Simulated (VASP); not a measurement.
# Al (P-3m1) in VASP: single point with PBEsol

Aim: the single point of Al with PBEsol.

All numbers are computed with VASP 6.6.1; they aren't measurements. Logs are shortened: lines on timing, memory, paths and dates and some standing lists are left out, and cuts for length are marked.

## Step 1: The cell of the first run

Symmetry: P-3m1, No. 164, trigonal system. Conventional cell: a = 2.832 Å, b = 2.832 Å, c = 25.794 Å, α = 90.00°, β = 90.00°, γ = 120.00°. Within 3.7 Å of Al (site symmetry 3m) lie 12 Al at 2.83 to 2.87 Å. Al (site symmetry 3m) has 12 Al at 2.83 to 2.87 Å within 3.7 Å. Within 3.7 Å of Al (site symmetry 3m) lie 12 Al at 2.83 to 2.87 Å. Within 3.7 Å of Al (site symmetry 3m) lie 12 Al at 2.83 to 2.85 Å. Al (site symmetry 3m) has 12 Al at 2.83 to 2.87 Å within 3.7 Å. Al (site symmetry -3m) has 12 Al at 2.83 to 2.85 Å within 3.7 Å.

## Step 2: Single point, PBEsol

INCAR reads:

```
SYSTEM = Al
  PREC = Accurate
  ENCUT = 500
  EDIFF = 1E-6
  ISMEAR = 0
  SIGMA = 0.1
  LREAL = .FALSE.
  LASPH = .TRUE.
  NELM = 120
  ALGO = Normal
  ISIF = 2
  LWAVE = .FALSE.
  LCHARG = .FALSE.
  GGA = PS
  NBANDS = 28
  GGA_COMPAT = .FALSE.
```

KPOINTS reads:

```
Automatic mesh
0
G
  30 30 4
  0 0 0
```

POSCAR reads:

```
Al
1.0
    2.8316841497      0.0000000000      0.0000000000
   -1.4158420748      2.4523104091      0.0000000000
    0.0000000000      0.0000000000     25.7944689330
Al
11
Direct
    0.0000000000      0.0000000000     -0.0000009204
    0.3333333333      0.6666666667      0.0912210491
    0.0000000000      0.0000000000      0.1825255342
    0.3333333333      0.6666666667      0.2731923391
    0.6666666667      0.3333333333      0.3631712973
    0.0000000000      0.0000000000      0.4538381022
    0.6666666667      0.3333333333      0.5451425872
    0.0000000000      0.0000000000      0.6363645567
    0.6666666667      0.3333333333      0.7275980149
    0.0000000000      0.0000000000      0.8181818182
    0.3333333333      0.6666666667      0.9087656215
```

Potentials or basis: VASP PAW PBE potentials, release 64 (Al).

Command:

```sh
$ cat potpaw_PBE.64/Al/POTCAR > POTCAR
$ mpirun -np 1 vasp_std > vasp.out
```

OUTCAR:

```text
SYSTEM = Al
   PREC = Accurate
   ENCUT = 500
   EDIFF = 1E-6
   ISMEAR = 0
   LREAL = .FALSE.
   LASPH = .TRUE.
   NELM = 120
   ISIF = 2
   GGA = PS

 ion  position               nearest neighbor table
   1  0.000  0.000  1.000-   2 2.87   2 2.87   2 2.87  11 2.87  11 2.87  11 2.87
   2  0.333  0.667  0.091-   1 2.87   1 2.87   1 2.87   3 2.87   3 2.87   3 2.87
   3  0.000  0.000  0.183-   4 2.85   4 2.85   4 2.85   2 2.87   2 2.87   2 2.87
   4  0.333  0.667  0.273-   5 2.84   5 2.84   5 2.84   3 2.85   3 2.85   3 2.85
   5  0.667  0.333  0.363-   4 2.84   4 2.84   4 2.84   6 2.85   6 2.85   6 2.85
   6  0.000  0.000  0.454-   5 2.85   5 2.85   5 2.85   7 2.87   7 2.87   7 2.87
   7  0.667  0.333  0.545-   8 2.87   8 2.87   8 2.87   6 2.87   6 2.87   6 2.87
   8  0.000  0.000  0.636-   7 2.87   7 2.87   7 2.87   9 2.87   9 2.87   9 2.87
   9  0.667  0.333  0.728-  10 2.85  10 2.85  10 2.85   8 2.87   8 2.87   8 2.87
  10  0.000  0.000  0.818-   9 2.85  11 2.85  11 2.85   9 2.85   9 2.85  11 2.85
  11  0.333  0.667  0.909-  10 2.85  10 2.85  10 2.85   1 2.87   1 2.87   1 2.87

  LATTYP: Found a hexagonal cell.
 ALAT       =     2.8316841497
 C/A-ratio  =     9.1092323753

  Lattice vectors:

 A1 = (   2.8316841497,   0.0000000000,   0.0000000000)
 A2 = (  -1.4158420748,   2.4523104091,   0.0000000000)
 A3 = (   0.0000000000,   0.0000000000,  25.7944689330)

Analysis of symmetry for initial positions (statically):
=====================================================================
 Subroutine PRICEL returns:
 Original cell was already a primitive cell.

 Routine SETGRP: Setting up the symmetry group for a
 hexagonal supercell.

 Subroutine GETGRP returns: Found 12 space group operations
 (whereof  6 operations were pure point group operations)
 out of a pool of 24 trial point group operations.

The static configuration has the point symmetry C_3v.
 The point group associated with its full space group is D_3d.

Analysis of symmetry for dynamics (positions and initial velocities):
=====================================================================
 Subroutine PRICEL returns:
 Original cell was already a primitive cell.

 Routine SETGRP: Setting up the symmetry group for a
 hexagonal supercell.

 Subroutine GETGRP returns: Found 12 space group operations
 (whereof  6 operations were pure point group operations)
 out of a pool of 24 trial point group operations.

The dynamic configuration has the point symmetry C_3v.
 The point group associated with its full space group is D_3d.

 Subroutine INISYM returns: Found 12 space group operations
 (whereof  6 operations are pure point group operations),
 and found     1 'primitive' translations

----------------------------------------------------------------------------------------

                                     Primitive cell

  volume of cell :     179.1211

  direct lattice vectors                    reciprocal lattice vectors
     2.831684150  0.000000000  0.000000000     0.353146731  0.203889360  0.000000000
    -1.415842075  2.452310409  0.000000000     0.000000000  0.407778720  0.000000000
     0.000000000  0.000000000 25.794468933     0.000000000  0.000000000  0.038768001

  length of vectors
     2.831684150  2.831684150 25.794468933     0.407778720  0.407778720  0.038768001

  position of ions in fractional coordinates (direct lattice)
     0.000000000  0.000000000  0.999999080
     0.333333333  0.666666667  0.091221049
     0.000000000  0.000000000  0.182525534
     0.333333333  0.666666667  0.273192339
     0.666666667  0.333333333  0.363171297
     0.000000000  0.000000000  0.453838102
     0.666666667  0.333333333  0.545142587
     0.000000000  0.000000000  0.636364557
     0.666666667  0.333333333  0.727598015
     0.000000000  0.000000000  0.818181818
     0.333333333  0.666666667  0.908765622

  ion indices of the primitive-cell ions
   primitive index   ion index
                 1           1
                 2           2
                 3           3
                 4           4
                 5           5
                 6           6
                 7           7
                 8           8
                 9           9
                10          10
                11          11

----------------------------------------------------------------------------------------

 KPOINTS: Automatic mesh

Automatic generation of k-mesh.
 Grid dimensions read from file:
 generate k-points for:   30   30    4

 Generating k-lattice:

  Cartesian coordinates                     Fractional coordinates (reciprocal lattice)
     0.011771558  0.006796312  0.000000000     0.033333333  0.000000000  0.000000000
     0.000000000  0.013592624  0.000000000     0.000000000  0.033333333  0.000000000
     0.000000000  0.000000000  0.009692000     0.000000000  0.000000000  0.250000000

  Length of vectors
     0.013592624  0.013592624  0.009692000

  Shift w.r.t. Gamma in fractional coordinates (k-lattice)
     0.000000000  0.000000000  0.000000000

 Subroutine IBZKPT returns following result:
 ===========================================

 Found    348 irreducible k-points:

 Following reciprocal coordinates:
            Coordinates               Weight
  0.000000  0.000000  0.000000      1.000000
  0.033333  0.000000  0.000000      6.000000
  0.066667 -0.000000  0.000000      6.000000
  0.100000  0.000000  0.000000      6.000000
  0.133333  0.000000  0.000000      6.000000
  0.166667  0.000000  0.000000      6.000000
[... 16 lines left out ...]
  0.233333  0.033333  0.000000     12.000000
  0.266667  0.033333  0.000000     12.000000
 [... further k-points ...]
   k-points           NKPTS =    348   k-points in BZ     NKDIM =    348   number of bands    NBANDS=     28
   number of dos      NEDOS =    301   number of ions     NIONS =     11
   total plane-waves  NPLWV = 110592
   dimension x,y,z NGX =    24 NGY =   24 NGZ =  192
   dimension x,y,z NGXF=    48 NGYF=   48 NGZF=  384
   ions per type =              11
   NGX,Y,Z   is equivalent  to a cutoff of  14.09, 14.09, 12.37 a.u.
   NGXF,Y,Z  is equivalent  to a cutoff of  28.18, 28.18, 24.75 a.u.
 SYSTEM =  Al
   PREC   = accura    normal or accurate (medium, high low for compatibility)
   ISTART =      0    job   : 0-new  1-cont  2-samecut
   ICHARG =      2    charge: 1-file 2-atom 10-const
   ISPIN  =      1    spin polarized calculation?
   LNONCOLLINEAR =      F non collinear calculations
   LSORBIT =      F    spin-orbit coupling
   LASPH  =      T    aspherical Exc in radial PAW
   ENCUT  =  500.0 eV  36.75 Ry    6.06 a.u.   5.16  5.16 47.03*2*pi/ulx,y,z
   NELM   =    120;   NELMIN=  2; NELMDL= -5     # of ELM steps
   EDIFF  = 0.1E-05   stopping-criterion for ELM
   LREAL  =      F    real-space projection
   EDIFFG = 0.1E-04   stopping-criterion for IOM
   NSW    =      0    number of steps for IOM
   IBRION =     -1    ionic relax: 0-MD 1-quasi-New 2-CG
   NFREE  =      0    steps in history (QN), initial steepest desc. (CG)
   ISIF   =      2    stress and relaxation
   ISYM   =      2    0-nonsym 1-usesym 2-fastsym
   POTIM  = 0.5000    time-step for ionic-motion
   TEBEG  =    0.0;   TEEND  =   0.0 temperature during run
   PSTRESS=    0.0 pullay stress
   NELECT =      33.0000    total number of electrons
   NUPDOWN=      -1.0000    fix difference up-down
   EMIN   =  10.00;   EMAX   =-10.00  energy-range for DOS
   EFERMI =   0.00;   METHOD = LEGACY
   ISMEAR =     0;   SIGMA  =   0.10  broadening in eV -4-tet -1-fermi 0-gaus
   EFERMI_NEDOS =   21; number of points for ismear=-14 and -15
   IALGO  =     38    algorithm
   IMIX   =      4    mixing-type and parameters
     AMIX     =   0.40;   BMIX     =  1.00
     AMIX_MAG =   1.60;   BMIX_MAG =  1.00
  volume/ion in A,a.u.               =      16.28       109.89
  Fermi-wavevector in a.u.,A,eV,Ry     =   0.931531  1.760338 11.806449  0.867750
  Thomas-Fermi vector in A             =   2.058034
   LORBIT       =      0    0 simple, 1 ext, 2 COOP (PROOUT), +10 PAW based schemes
   GGA     = PS    functional components
   LHFCALC =     F    Hartree Fock is set to
   AEXX    =    0.0000 exact exchange contribution
   IVDW    =     0    specifies the selected vdW correction
   LEPSILON=     F    determine dielectric tensor
   LRPA    =     F    only Hartree local field effects (RPA)
 non-spin polarized calculation
 Gauss-broadening in eV      SIGMA  =   0.10
  energy-cutoff  :      500.00
  volume of cell :      179.12
 maximum number of plane-waves:      4584
 NGX is ok and might be reduce to    24
   NGX = 11   NGY = 11   NGZ = 95

 number of electron      33.0000000 magnetization

 Free energy of the ion-electron system (eV)
  ---------------------------------------------------
  ext. energy  EPLUGINS =         0.00000000
  ---------------------------------------------------
  free energy    TOTEN  =       -44.77826511 eV

  energy without entropy =      -44.75659079  energy(sigma->0) =      -44.76742795

 E-fermi :   8.0680     XC(G=0): -10.3058

 val. band max:        8.0663522112   @ k =   0.4000   0.1000   0.2500
 cond. band min:       8.0688711362   @ k =   0.4000   0.2000   0.2500
 fundamental gap:      0.0025189251
 Fermi energy:         8.0679508611

 k-point     1 :       0.0000    0.0000    0.0000
  band No.  band energies     occupation
      1      -3.1365      2.00000
      2      -2.9317      2.00000
      3      -2.8943      2.00000
      4      -2.2536      2.00000
      5      -2.2423      2.00000
      6      -1.1487      2.00000
[... 20 lines left out ...]
     27      19.2921      0.00000
     28      19.3026      0.00000
[... 683 lines left out ...]
 k-point    24 :       0.2667    0.0333    0.0000
  band No.  band energies     occupation
      1      -1.1553      2.00000
      2      -0.9534      2.00000
      3      -0.9164      2.00000
      4      -0.2848      2.00000
      5      -0.2738      2.00000
      6       0.8038      2.00000
[... 20 lines left out ...]
     27      13.8931      0.00000
     28      13.9642      0.00000

 [... further k-points ...]

------------------------ aborting loop because EDIFF is reached ----------------------------------------

  FORCE on cell =-STRESS in cart. coord.  units (eV):
  Direction    XX          YY          ZZ          XY          YZ          ZX
  --------------------------------------------------------------------------------------
  -------------------------------------------------------------------------------------
  Total        0.2403316      0.2403316     -0.1624838      0.0000000      0.0000000      0.0000000
  in kB        2.1496837      2.1496837     -1.4533623      0.0000000      0.0000000      0.0000000
  external PRESSURE =       0.9486684 kB  Pullay stress =       0.0000000 kB

 VOLUME and BASIS-vectors are now :
 -----------------------------------------------------------------------------
  energy-cutoff  :      500.00
  volume of cell :      179.12
      direct lattice vectors                 reciprocal lattice vectors
     2.831684150  0.000000000  0.000000000     0.353146731  0.203889360  0.000000000
    -1.415842075  2.452310409  0.000000000     0.000000000  0.407778720  0.000000000
     0.000000000  0.000000000 25.794468933     0.000000000  0.000000000  0.038768001

 POSITION                                       TOTAL-FORCE (eV/Angst)
 -----------------------------------------------------------------------------------
      0.00000      0.00000     25.79445         0.000000     -0.000000      0.001406
     -0.00000      1.63487      2.35300        -0.000000     -0.000000     -0.001351
      0.00000      0.00000      4.70815         0.000000      0.000000     -0.006342
     -0.00000      1.63487      7.04685        -0.000000     -0.000000     -0.001172
      1.41584      0.81744      9.36781         0.000000      0.000000      0.001172
      0.00000      0.00000     11.70651         0.000000     -0.000000      0.006342
      1.41584      0.81744     14.06166         0.000000      0.000000      0.001351
      0.00000      0.00000     16.41469         0.000000     -0.000000     -0.001406
      1.41584      0.81744     18.76800         0.000000     -0.000000      0.001082
      0.00000      0.00000     21.10457         0.000000     -0.000000     -0.000000
     -0.00000      1.63487     23.44113        -0.000000      0.000000     -0.001082
 -----------------------------------------------------------------------------------
    total drift:                               -0.000000     -0.000000     -0.000007

  FREE ENERGIE OF THE ION-ELECTRON SYSTEM (eV)
  ---------------------------------------------------
  free  energy   TOTEN  =       -44.7782651055 eV

  energy  without entropy=      -44.7565907918  energy(sigma->0) =      -44.76742795
```

Wall time 23 min (1 thread of AMD EPYC 9R45 (Zen 5), shared host); peak memory 1.1 GiB.

Results:

```
Free energy            : -44.7783 eV
Pressure               : 0.1 GPa
Largest force          : 0.006 eV/Å
Band gap on the k mesh : zero (an odd number of electrons rules out a gap without spin polarisation)
```

Forces in eV/Å, atoms in the order of the input:
```
Al   0.000  0.000  0.001
Al   0.000  0.000 -0.001
Al   0.000  0.000 -0.006
Al   0.000  0.000 -0.001
Al   0.000  0.000  0.001
Al   0.000  0.000  0.006
Al   0.000  0.000  0.001
Al   0.000  0.000 -0.001
Al   0.000  0.000  0.001
Al   0.000  0.000  0.000
Al   0.000  0.000 -0.001
```

Levels at points of the mesh, in eV from the Fermi level:
```
           k point  band 13  band 14  band 15  band 16  band 17  band 18  band 19  band 20
(0.00, 0.00, 0.00)    -3.40    -0.68    -0.68     2.40     2.40     5.79     5.80     9.37
(0.50, 0.00, 0.00)    -3.12    -2.86    -1.88    -1.78    -1.73    -1.55    -0.15    -0.09
(0.00, 0.00, 0.50)    -2.10    -2.08     0.81     0.82     4.06     4.06     7.58     7.58
(0.50, 0.00, 0.50)    -2.67    -2.51    -2.42    -2.38    -0.97    -0.90    -0.84    -0.78
```

Caveat: the PAW data sets were made with another functional, which shifts forces and pressure a little.
